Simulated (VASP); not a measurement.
# MoOs2 (Immm) in VASP: further runs

The runs below take MoOs2 through single point, relaxation of cell and atoms, with PBE.

Program: VASP 6.6.1. These are calculated values, not measurements. Logs are shortened: lines on timing, memory, paths and dates and some standing lists are left out, and cuts for length are marked.

### 1 The cell of the first run

Symmetry: Immm, No. 71, orthorhombic system. The conventional cell has a = 2.753 Å, b = 3.889 Å, c = 8.322 Å, α = 90.00°, β = 90.00°, γ = 90.00°. Within 3.6 Å of Mo (site symmetry mmm) lie 10 Os at 2.75 to 2.77 Å and 2 Mo at 2.75 Å. Within 3.6 Å of Os (site symmetry mm2) lie 7 Os at 2.73 to 2.83 Å and 5 Mo at 2.75 to 2.77 Å.

### 2 Single point, PBE

INCAR reads:

```
PREC     = Accurate       # precision mode
ENCUT    = 600            # plane-wave cutoff, eV
EDIFF    = 1E-6           # SCF threshold, eV
ISMEAR   = 0              # smearing method
SIGMA    = 0.1            # smearing width, eV
LREAL    = False          # projectors in reciprocal space
LASPH    = True           # aspherical terms in the spheres
NELM     = 120            # most SCF steps
ALGO     = Normal         # electronic algorithm
ISIF     = 2              # what is computed and relaxed
LWAVE    = False          # write WAVECAR
LCHARG   = True           # write CHGCAR
GGA      = PE             # functional
LELF     = True           # ELF
LVHAR    = True         
NBANDS   = 22             # bands
GGA_COMPAT= False
```

KPOINTS reads:

```
Automatic mesh
0
Gamma
  8 8 8
```

POSCAR reads:

```
MoOs2
1.0
   -1.3763482358      1.9442579687      4.1609119895
    1.3763482358     -1.9442579687      4.1609119895
    1.3763482358      1.9442579687     -4.1609119895
Mo Os
1 2
Direct
    0.0000000000      0.0000000000      0.0000000000
    0.6699510732      0.6699510732      0.0000000000
    0.3300489268      0.3300489268      0.0000000000
```

Potentials or basis: VASP PAW PBE potentials, release 64 (Mo_sv, Os).

Command:

```
$ cat potpaw_PBE.64/Mo_sv/POTCAR potpaw_PBE.64/Os/POTCAR > POTCAR
$ mpirun -np 1 vasp_std > vasp.out
```

OUTCAR:

```text
PREC = Accurate
   ENCUT = 600
   EDIFF = 1E-6
   ISMEAR = 0
   LREAL = False
   LASPH = True
   NELM = 120
   ISIF = 2
   GGA = PE

 ion  position               nearest neighbor table
   1  0.000  0.000  0.000-   2 2.75   3 2.75   2 2.77   3 2.77   2 2.77   2 2.77   2 2.77   3 2.77
                             3 2.77   3 2.77
   2  0.670  0.670  0.000-   3 2.73   3 2.73   3 2.73   3 2.73   1 2.75   1 2.77   1 2.77   1 2.77
                             1 2.77   3 2.83
   3  0.330  0.330  0.000-   2 2.73   2 2.73   2 2.73   2 2.73   1 2.75   1 2.77   1 2.77   1 2.77
                             1 2.77   2 2.83

  LATTYP: Found a body centered orthorhombic cell.
 ALAT       =     2.7526964716
 B/A-ratio  =     1.4126206712
 C/A-ratio  =     3.0231535023

  Lattice vectors:

 A1 = (  -1.3763482358,   1.9442579687,   4.1609119895)
 A2 = (   1.3763482358,  -1.9442579687,   4.1609119895)
 A3 = (   1.3763482358,   1.9442579687,  -4.1609119895)

Analysis of symmetry for initial positions (statically):
=====================================================================
 Subroutine PRICEL returns:
 Original cell was already a primitive cell.

 Routine SETGRP: Setting up the symmetry group for a
 body centered orthorhombic supercell.

 Subroutine GETGRP returns: Found  8 space group operations
 (whereof  8 operations were pure point group operations)
 out of a pool of  8 trial point group operations.

The static configuration has the point symmetry D_2h.

Analysis of symmetry for dynamics (positions and initial velocities):
=====================================================================
 Subroutine PRICEL returns:
 Original cell was already a primitive cell.

 Routine SETGRP: Setting up the symmetry group for a
 body centered orthorhombic supercell.

 Subroutine GETGRP returns: Found  8 space group operations
 (whereof  8 operations were pure point group operations)
 out of a pool of  8 trial point group operations.

The dynamic configuration has the point symmetry D_2h.

 Subroutine INISYM returns: Found  8 space group operations
 (whereof  8 operations are pure point group operations),
 and found     1 'primitive' translations

----------------------------------------------------------------------------------------

                                     Primitive cell

  volume of cell :      44.5380

  direct lattice vectors                    reciprocal lattice vectors
    -1.376348236  1.944257969  4.160911989     0.000000000  0.257167520  0.120165964
     1.376348236 -1.944257969  4.160911989     0.363280155  0.000000000  0.120165964
     1.376348236  1.944257969 -4.160911989     0.363280155  0.257167520  0.000000000

  length of vectors
     4.794545036  4.794545036  4.794545036     0.283857345  0.382638641  0.445092804

  position of ions in fractional coordinates (direct lattice)
     0.000000000  0.000000000  0.000000000
     0.669951073  0.669951073  0.000000000
     0.330048927  0.330048927  0.000000000

  ion indices of the primitive-cell ions
   primitive index   ion index
                 1           1
                 2           2
                 3           3

----------------------------------------------------------------------------------------

 KPOINTS: Automatic mesh

Automatic generation of k-mesh.
 Grid dimensions read from file:
 generate k-points for:    8    8    8

 Generating k-lattice:

  Cartesian coordinates                     Fractional coordinates (reciprocal lattice)
     0.000000000  0.032145940  0.015020745     0.125000000  0.000000000 -0.000000000
     0.045410019  0.000000000  0.015020745     0.000000000  0.125000000 -0.000000000
     0.045410019  0.032145940  0.000000000     0.000000000 -0.000000000  0.125000000

  Length of vectors
     0.035482168  0.047829830  0.055636600

  Shift w.r.t. Gamma in fractional coordinates (k-lattice)
     0.000000000  0.000000000  0.000000000

 Subroutine IBZKPT returns following result:
 ===========================================

 Found     95 irreducible k-points:

 Following reciprocal coordinates:
            Coordinates               Weight
  0.000000  0.000000  0.000000      1.000000
  0.125000  0.000000 -0.000000      4.000000
  0.250000  0.000000 -0.000000      4.000000
  0.375000  0.000000 -0.000000      4.000000
  0.500000  0.000000 -0.000000      2.000000
  0.000000  0.125000  0.000000      4.000000
[... 16 lines left out ...]
  0.125000  0.375000 -0.000000      8.000000
  0.250000  0.375000 -0.000000      8.000000
 [... further k-points ...]
   k-points           NKPTS =     95   k-points in BZ     NKDIM =     95   number of bands    NBANDS=     22
   number of dos      NEDOS =    301   number of ions     NIONS =      3
   total plane-waves  NPLWV =  64000
   dimension x,y,z NGX =    40 NGY =   40 NGZ =   40
   dimension x,y,z NGXF=    80 NGYF=   80 NGZF=   80
   ions per type =               1   2
   NGX,Y,Z   is equivalent  to a cutoff of  13.87, 13.87, 13.87 a.u.
   NGXF,Y,Z  is equivalent  to a cutoff of  27.74, 27.74, 27.74 a.u.
 SYSTEM =  unknown system
   PREC   = accura    normal or accurate (medium, high low for compatibility)
   ISTART =      0    job   : 0-new  1-cont  2-samecut
   ICHARG =      2    charge: 1-file 2-atom 10-const
   ISPIN  =      1    spin polarized calculation?
   LNONCOLLINEAR =      F non collinear calculations
   LSORBIT =      F    spin-orbit coupling
   LASPH  =      T    aspherical Exc in radial PAW
   ENCUT  =  600.0 eV  44.10 Ry    6.64 a.u.   9.58  9.58  9.58*2*pi/ulx,y,z
   NELM   =    120;   NELMIN=  2; NELMDL= -5     # of ELM steps
   EDIFF  = 0.1E-05   stopping-criterion for ELM
   LREAL  =      F    real-space projection
   EDIFFG = 0.1E-04   stopping-criterion for IOM
   NSW    =      0    number of steps for IOM
   IBRION =     -1    ionic relax: 0-MD 1-quasi-New 2-CG
   NFREE  =      0    steps in history (QN), initial steepest desc. (CG)
   ISIF   =      2    stress and relaxation
   ISYM   =      2    0-nonsym 1-usesym 2-fastsym
   POTIM  = 0.5000    time-step for ionic-motion
   TEBEG  =    0.0;   TEEND  =   0.0 temperature during run
   PSTRESS=    0.0 pullay stress
   NELECT =      30.0000    total number of electrons
   NUPDOWN=      -1.0000    fix difference up-down
   EMIN   =  10.00;   EMAX   =-10.00  energy-range for DOS
   EFERMI =   0.00;   METHOD = LEGACY
   ISMEAR =     0;   SIGMA  =   0.10  broadening in eV -4-tet -1-fermi 0-gaus
   EFERMI_NEDOS =   21; number of points for ismear=-14 and -15
   IALGO  =     38    algorithm
   IMIX   =      4    mixing-type and parameters
     AMIX     =   0.40;   BMIX     =  1.00
     AMIX_MAG =   1.60;   BMIX_MAG =  1.00
  volume/ion in A,a.u.               =      14.85       100.19
  Fermi-wavevector in a.u.,A,eV,Ry     =   1.435065  2.711880 28.020008  2.059412
  Thomas-Fermi vector in A             =   2.554405
   LORBIT       =      0    0 simple, 1 ext, 2 COOP (PROOUT), +10 PAW based schemes
   GGA     = PE    functional components
   LHFCALC =     F    Hartree Fock is set to
   AEXX    =    0.0000 exact exchange contribution
   IVDW    =     0    specifies the selected vdW correction
   LEPSILON=     F    determine dielectric tensor
   LRPA    =     F    only Hartree local field effects (RPA)
 non-spin polarized calculation
 Gauss-broadening in eV      SIGMA  =   0.10
  energy-cutoff  :      600.00
  volume of cell :       44.54
 maximum number of plane-waves:      1531
 NGX is ok and might be reduce to    40
   NGX = 19   NGY = 19   NGZ = 19

 number of electron      29.9999999 magnetization

 Free energy of the ion-electron system (eV)
  ---------------------------------------------------
  ext. energy  EPLUGINS =         0.00000000
  ---------------------------------------------------
  free energy    TOTEN  =       -33.11766535 eV

  energy without entropy =      -33.10088180  energy(sigma->0) =      -33.10927357

 E-fermi :   9.9831     XC(G=0): -13.6987

 val. band max:        9.9659690604   @ k =   0.1250  -0.1250   0.1250
 cond. band min:       9.9832571152   @ k =  -0.3750  -0.3750   0.3750
 fundamental gap:      0.0172880548
 Fermi energy:         9.9831045456

 k-point     1 :       0.0000    0.0000    0.0000
  band No.  band energies     occupation
      1     -50.9467      2.00000
      2     -25.0640      2.00000
      3     -25.0558      2.00000
      4     -24.5692      2.00000
      5       0.6224      2.00000
      6       4.4709      2.00000
[... 14 lines left out ...]
     21      15.5911      0.00000
     22      17.7326      0.00000

 k-point     2 :       0.1250    0.0000   -0.0000
  band No.  band energies     occupation
      1     -50.9463      2.00000
      2     -25.0685      2.00000
      3     -25.0553      2.00000
      4     -24.5692      2.00000
      5       0.8948      2.00000
      6       4.3884      2.00000
[... 14 lines left out ...]
     21      15.8445      0.00000
     22      17.8015      0.00000

 k-point     3 :       0.2500    0.0000   -0.0000
  band No.  band energies     occupation
      1     -50.9452      2.00000
      2     -25.0792      2.00000
      3     -25.0536      2.00000
      4     -24.5692      2.00000
      5       1.6436      2.00000
      6       4.0932      2.00000
[... 14 lines left out ...]
     21      15.2947      0.00000
     22      15.7787      0.00000

 k-point     4 :       0.3750    0.0000   -0.0000
  band No.  band energies     occupation
      1     -50.9442      2.00000
      2     -25.0897      2.00000
      3     -25.0518      2.00000
      4     -24.5693      2.00000
      5       2.6163      2.00000
      6       3.5930      2.00000
[... 14 lines left out ...]
     21      13.1761      0.00000
     22      13.9546      0.00000

 k-point     5 :       0.5000    0.0000   -0.0000
  band No.  band energies     occupation
      1     -50.9437      2.00000
      2     -25.0940      2.00000
      3     -25.0510      2.00000
      4     -24.5693      2.00000
      5       3.1495      2.00000
      6       3.3847      2.00000
[... 14 lines left out ...]
     21      12.9799      0.00000
     22      13.1297      0.00000

 k-point     6 :       0.0000    0.1250    0.0000
  band No.  band energies     occupation
      1     -50.9317      2.00000
      2     -25.0499      2.00000
      3     -25.0411      2.00000
      4     -24.7039      2.00000
      5       1.1299      2.00000
      6       4.8151      2.00000
[... 14 lines left out ...]
     21      16.2634      0.00000
     22      18.4010      0.00000

 k-point     7 :       0.1250    0.1250    0.0000
  band No.  band energies     occupation
      1     -50.9312      2.00000
      2     -25.0539      2.00000
      3     -25.0413      2.00000
      4     -24.7036      2.00000
      5       1.4718      2.00000
      6       4.7197      2.00000
[... 324 lines left out ...]
      6       5.1164      2.00000
[... 14 lines left out ...]
     21      16.5879      0.00000
     22      17.9118      0.00000

 k-point    21 :      -0.1250    0.2500    0.0000
  band No.  band energies     occupation
      1     -50.8951      2.00000
      2     -25.0212      2.00000
      3     -25.0184      2.00000
      4     -25.0037      2.00000
      5       2.4726      2.00000
      6       4.8959      2.00000
[... 14 lines left out ...]
     21      17.6988      0.00000
     22      18.4526      0.00000

 k-point    22 :       0.0000    0.3750   -0.0000
  band No.  band energies     occupation
      1     -50.8582      2.00000
      2     -25.3258      2.00000
      3     -24.9808      2.00000
      4     -24.9684      2.00000
      5       3.6963      2.00000
      6       4.1901      2.00000
[... 14 lines left out ...]
     21      15.4800      0.00000
     22      17.3877      0.00000

 k-point    23 :       0.1250    0.3750   -0.0000
  band No.  band energies     occupation
      1     -50.8580      2.00000
      2     -25.3248      2.00000
      3     -24.9833      2.00000
      4     -24.9697      2.00000
      5       3.7730      2.00000
      6       4.2012      2.00000
[... 14 lines left out ...]
     21      15.3618      0.00000
     22      17.3819      0.00000

 k-point    24 :       0.2500    0.3750   -0.0000
  band No.  band energies     occupation
      1     -50.8578      2.00000
      2     -25.3228      2.00000
      3     -24.9899      2.00000
      4     -24.9713      2.00000
      5       4.1889      2.00000
      6       4.4211      2.00000
[... 14 lines left out ...]
     21      16.0622      0.00000
     22      16.7679      0.00000

 [... further k-points ...]

------------------------ aborting loop because EDIFF is reached ----------------------------------------

  FORCE on cell =-STRESS in cart. coord.  units (eV):
  Direction    XX          YY          ZZ          XY          YZ          ZX
  --------------------------------------------------------------------------------------
  -------------------------------------------------------------------------------------
  Total        0.0544384      0.0261346     -0.0038628      0.0000000      0.0000000      0.0000000
  in kB        1.9583270      0.9401474     -0.1389581      0.0000000      0.0000000      0.0000000
  external PRESSURE =       0.9198388 kB  Pullay stress =       0.0000000 kB

 VOLUME and BASIS-vectors are now :
 -----------------------------------------------------------------------------
  energy-cutoff  :      600.00
  volume of cell :       44.54
      direct lattice vectors                 reciprocal lattice vectors
    -1.376348236  1.944257969  4.160911989     0.000000000  0.257167520  0.120165964
     1.376348236 -1.944257969  4.160911989     0.363280155  0.000000000  0.120165964
     1.376348236  1.944257969 -4.160911989     0.363280155  0.257167520  0.000000000

 POSITION                                       TOTAL-FORCE (eV/Angst)
 -----------------------------------------------------------------------------------
      0.00000      0.00000      0.00000        -0.000000     -0.000000     -0.000000
      0.00000      0.00000      5.57521         0.000000     -0.000000      0.028345
      0.00000      0.00000      2.74661         0.000000      0.000000     -0.028345
 -----------------------------------------------------------------------------------
    total drift:                               -0.000000      0.000000     -0.000000

  FREE ENERGIE OF THE ION-ELECTRON SYSTEM (eV)
  ---------------------------------------------------
  free  energy   TOTEN  =       -33.1176653452 eV

  energy  without entropy=      -33.1008817993  energy(sigma->0) =      -33.10927357
```

It took 70 s on 1 thread of Intel Xeon 6975P-C (Granite Rapids), shared host; peak memory 0.31 GiB.

Results:

| Item | Value |
| --- | --- |
| Free energy | -33.1177 eV |
| Pressure | 0.1 GPa |
| Largest force | 0.028 eV/Å |
| Band gap on the k mesh | zero (bands 15 and 16 overlap by 2.25 eV) |

Forces in eV/Å, atoms in the order of the input:
```
Mo   0.000  0.000  0.000
Os   0.000  0.000  0.028
Os   0.000  0.000 -0.028
```

Levels at points of the mesh, in eV from the Fermi level:
| k point | band 12 | band 13 | band 14 | band 15 | band 16 | band 17 | band 18 | band 19 |
| --- | --- | --- | --- | --- | --- | --- | --- | --- |
| (0.00, 0.00, 0.00) | -2.25 | -1.93 | -1.52 | -0.19 | -0.08 | 0.80 | 1.45 | 1.56 |
| (0.50, 0.00, 0.00) | -2.38 | -1.44 | -1.35 | -0.35 | 0.41 | 0.86 | 1.60 | 1.66 |
| (0.00, 0.50, 0.00) | -2.63 | 0.13 | 0.88 | 0.94 | 1.91 | 2.91 | 2.96 | 3.47 |
| (0.50, 0.50, 0.00) | -2.32 | -2.05 | -0.63 | 0.51 | 0.55 | 2.06 | 2.71 | 3.07 |
| (0.50, 0.50, 0.50) | -1.51 | -1.48 | -0.94 | -0.30 | -0.28 | 1.57 | 2.90 | 3.04 |

Caveat: spin-orbit coupling is left out, which moves the levels of the heavy elements.

(Continued in part 2 of 2.)
